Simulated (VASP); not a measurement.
Te6Mo3H (a cell with a defect): single point with PBEsol+D3(BJ)

System: Te6Mo3H (a cell with a defect).

```
Te Mo H
1.0
     3.43343    0.00000    0.00000
    -1.71672    2.97344    0.00000
     0.00000    0.00000   20.77043
Te Mo H
6 3 1
Direct
  0.00000 0.00000 0.91258
  0.33333 0.66667 0.59178
  0.33333 0.66667 0.23331
  0.33333 0.66667 0.76669
  0.33333 0.66667 0.40822
  0.00000 0.00000 0.08742
  0.00000 0.00000 0.67915
  0.00000 0.00000 0.32085
  0.33333 0.66667 0.00000
  0.69769 0.89051 0.75234
```

| Property | Result |
| --- | --- |
| Program | VASP 6.6.1 |
| Task | single point |
| Functional | PBEsol |
| Dispersion | D3(BJ) |
| Potentials or basis | VASP PAW PBE potentials, release 64 (Te, Mo_sv, H) |
| Cutoff | 400 eV |
| k mesh | 9 × 9 × 2 |
| Occupations | gaussian, width 0.05 eV |
| Spin | no spin polarisation |

The pressure is 11.1 GPa and the largest force is 31.610 eV/Å. The band gap on the k mesh is zero (an odd number of electrons rules out a gap without spin polarisation) and the dispersion energy per atom is -0.504 eV.

Forces on the atoms (eV/Å):
```
Te   -0.031  -0.017  -0.007
Te    0.048   0.020  -0.590
Te   -0.001   0.000  -0.030
Te  -23.976 -18.242   9.568
Te    0.001   0.001   0.074
Te   -0.005  -0.002   0.051
Mo    0.953   0.470  -2.028
Mo   -0.001   0.000  -0.015
Mo    0.005   0.005  -0.039
H    23.007  17.767  -6.984
```

Stress tensor (GPa, compression positive):
```
17.35 12.52 -6.71
12.52 10.32 -4.75
-6.71 -4.75  5.66
```

Levels at points of the mesh, in eV from the Fermi level:
| k point | band 37 | band 38 | band 39 | band 40 | band 41 | band 42 |
| --- | --- | --- | --- | --- | --- | --- |
| (0.00, 0.00, 0.00) | -1.41 | -0.98 | -0.43 | 0.06 | 1.54 | 2.35 |
| (0.00, 0.00, 0.50) | -1.39 | -0.97 | -0.43 | 0.06 | 1.54 | 2.35 |

Run time: 8 min on 1 thread of Intel(R) Xeon(R) Platinum 8488C (Sapphire Rapids), with other jobs on the host, peak memory 0.59 GiB.

Caveat: atoms lie so close that the PAW spheres overlap strongly, which falsifies energies and pressures; the PAW data sets were made with another functional, which shifts forces and pressure a little; spin-orbit coupling is left out, which moves the levels of the heavy elements.
